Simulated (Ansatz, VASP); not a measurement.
**Two plane-wave programs on SiC**

```
CELL_PARAMETERS angstrom
0.00000 2.17839 2.17839
2.17839 0.00000 2.17839
2.17839 2.17839 0.00000
ATOMIC_POSITIONS crystal
Si 0.99764 0.00236 0.00236
C 0.75551 0.74449 0.74449
```

Change from the starting cell: mode 4 frozen in at -0.024 Å and mode 5 at +0.000 Å (largest displacements).

Alike in both runs: task single point; functional PBEsol; k mesh 10 × 10 × 10; occupations gaussian, width 0.05 eV; no spin polarisation.

```csv
,VASP,Ansatz
version,VASP 6.6.1,Ansatz 0.2.0
potentials or method,"VASP PAW PBE potentials, release 64 (Si, C), cutoff 520 eV","scalar-relativistic, plane waves, PAW"
valence electrons in the cell,8,8
```

|  | VASP | Ansatz | Ansatz less VASP |
| --- | --- | --- | --- |
| gap on the k mesh at the Fermi level (eV) | 1.07 | 1.08 | +0.009 |
| least direct gap on the mesh (eV) | 4.36 | 4.37 | +0.009 |
| pressure (GPa) | 0.5 | 0.1 | -0.35 |
| traceless stress, the component that is largest in VASP (GPa) | -2.29 | -2.26 | +0.031 |
| rms of the force components (eV/Å) | 0.379 | 0.378 | -0.0012 |

VASP's potentials were made for PBE, not for PBEsol. Atom by atom the forces differ by 0.001 eV/Å (rms over components).
